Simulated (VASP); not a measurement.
A run of VASP 6.6.1 is set up as follows.

The input INCAR:

```
ALGO = Normal
EDIFF = 1E-6
ENCUT = 1340
GGA = CA
GGA_COMPAT = False
ISIF = 2
ISMEAR = -1
LASPH = True
LCHARG = False
LREAL = False
LWAVE = False
NBANDS = 29
NELM = 120
PREC = Accurate
SIGMA = 0.1
```

Contents of KPOINTS:

```
k-points
0
Gamma
  4 4 4
```

File POSCAR:

```
RbAsO3
1.0
    3.8217179710      0.0000000000      0.0000000000
    0.0000000000      3.8217179710      0.0000000000
    0.0000000000      0.0000000000      3.8217179710
Rb As O
1 1 3
Direct
    0.0000000000      0.0000000000      0.0000000000
    0.5000000000      0.5000000000      0.5000000000
    0.5000000000      0.5000000000      0.0000000000
    0.5000000000      0.0000000000      0.5000000000
    0.0000000000      0.5000000000      0.5000000000
```

Potentials or basis: VASP PAW LDA potentials, release 64 (Rb_sv, As_d, O_h).

Run with:

```console
$ cat potpaw_LDA.64/Rb_sv/POTCAR potpaw_LDA.64/As_d/POTCAR potpaw_LDA.64/O_h/POTCAR > POTCAR
$ mpirun -np 1 vasp_std > vasp.out
```

Task: Predict the pressure.

Result: 0.4 GPa.

Task: Estimate the band gap on the k mesh.

Result: Zero (bands 21 and 22 overlap by 0.47 eV).

Caveat: the k points lie up to 0.41 Å⁻¹ apart.
